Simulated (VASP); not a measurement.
Wanted: the native input for a VASP 6.6.1 run.

- Task: single point
- Functional: PBEsol
- Potentials or basis: VASP PAW PBE potentials, release 64 (Sn_d, Co)
- Cutoff: 520 eV
- k mesh: 10 × 10 × 10
- Occupations: gaussian, width 0.1 eV
- Spin: no spin polarisation
- Dipole correction: no
- Further INCAR settings: ALGO = Fast; EDIFF = 1e-06; NBANDS = 34

The structure of CoSn3 lies in POSCAR:

```
CoSn3
1.0
    4.5396214365      0.0000000000      0.0000000000
    0.0000000000      4.5396214365      0.0000000000
    0.0000000000      0.0000000000      4.5396214365
Sn Co
3 1
Direct
    0.0000000000      0.5000000000      0.5000000000
    0.5000000000      0.0000000000      0.5000000000
    0.5000000000      0.5000000000      0.0000000000
    0.0000000000      0.0000000000      0.0000000000
```

These files were run (other wordings do the same):

INCAR

```
SYSTEM = CoSn3
ALGO     = Fast           ! electronic algorithm
EDIFF    = 1E-6           ! SCF threshold, eV
ENCUT    = 520            ! plane-wave cutoff, eV
GGA      = PS             ! functional
ISIF     = 2              ! what is computed and relaxed
ISMEAR   = 0              ! smearing method
LASPH    = .True.         ! aspherical terms in the spheres
LCHARG   = .True.         ! write CHGCAR
LELF     = .True.         ! ELF
LREAL    = .False.        ! projectors in reciprocal space
LVHAR    = .True.       
LWAVE    = .False.        ! write WAVECAR
NBANDS   = 34             ! bands
NELM     = 100            ! most SCF steps
PREC     = Accurate       ! precision mode
SIGMA    = 0.1            ! smearing width, eV
```

KPOINTS

```
k-points
0
Gamma
  10 10 10
  0 0 0
```

Potentials or basis: VASP PAW PBE potentials, release 64 (Sn_d, Co).

The run is started by

```console
$ cat potpaw_PBE.64/Sn_d/POTCAR potpaw_PBE.64/Co/POTCAR > POTCAR
$ mpirun -np 1 vasp_std > vasp.out
```

It gave:

```yaml
Pressure: -6.7 GPa
Band_gap_on_the_k_mesh: zero (an odd number of electrons rules out a gap without spin polarisation)
```

Caveat: the cell stands under tension; the PAW data sets were made with another functional, which shifts forces and pressure a little; spin-orbit coupling is left out, which moves the levels of the heavy elements; the run has no spin polarisation, though such a crystal can be magnetic.

Wall time 110 s on 1 thread of AMD EPYC 9R45 96-Core Processor (Zen 5), with other jobs on the host, peak memory 0.27 GiB.
